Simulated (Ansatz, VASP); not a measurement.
## Two plane-wave programs on In

```
In
1.0
     3.32963    0.00000    0.00000
    -1.66482    2.88355    0.00000
     0.00000    0.00000   10.87192
In
4
Direct
  0.00000 0.00000 0.00000
  0.33333 0.66667 0.25000
  0.00000 0.00000 0.50000
  0.66667 0.33333 0.75000
```

Alike in both runs: functional PBE; dispersion D3(BJ); k mesh 12 × 12 × 4; occupations gaussian, width 0.1 eV; no spin polarisation.

Ansatz relaxed the structure, and its values are those at the end. VASP's run is a single point on that final structure, the one shown.

|  | VASP | Ansatz |
| --- | --- | --- |
| version | VASP 6.6.1 | Ansatz 0.2.0 |
| potentials or method | VASP PAW PBE potentials, release 64 (In_d), cutoff 520 eV | scalar-relativistic, plane waves, PAW |
| valence electrons in the cell | 52 | 52 |

```tsv
	VASP	Ansatz	Ansatz less VASP
gap on the k mesh at the Fermi level (eV)	none	none	-
pressure (GPa)	-0.1	0.0	+0.04
```

A gap of «none» marks a metal or a gap that the smearing closes.
